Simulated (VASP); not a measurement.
F, 1 atom in the cell. The structure is cubic, space group Fm-3m (No. 225). The conventional cell has a = 2.560 Å, b = 2.560 Å, c = 2.560 Å, α = 90.00°, β = 90.00°, γ = 90.00°. Within 2.4 Å of F (site symmetry m-3m) lie 12 F at 1.81 Å. 

```yaml
Program: VASP 6.6.1
Task: single point
Functional: PBE
Potentials_or_basis: VASP PAW PBE potentials, release 64 (F)
Cutoff: 520 eV
k_mesh: 24 × 24 × 24
Occupations: fermi-dirac, width 0.08 eV
Spin: no spin polarisation
Dipole_correction: no
Further_INCAR_settings: ALGO = Normal; EDIFF = 1e-07; NBANDS = 10
```

Potentials or basis: VASP PAW PBE potentials, release 64 (F).

Run with:

```console
$ cat potpaw_PBE.64/F/POTCAR > POTCAR
$ mpirun -np 1 vasp_std > vasp.out
```

Hardware: 1 thread of AMD EPYC 7R13, with other jobs on the host.

**Question.** How long does it take, and how much memory?

**Answer.** Run time: 26 s on 1 thread of AMD EPYC 7R13, with other jobs on the host, peak memory 0.09 GiB. Counts: scf iterations 11, k points 413.
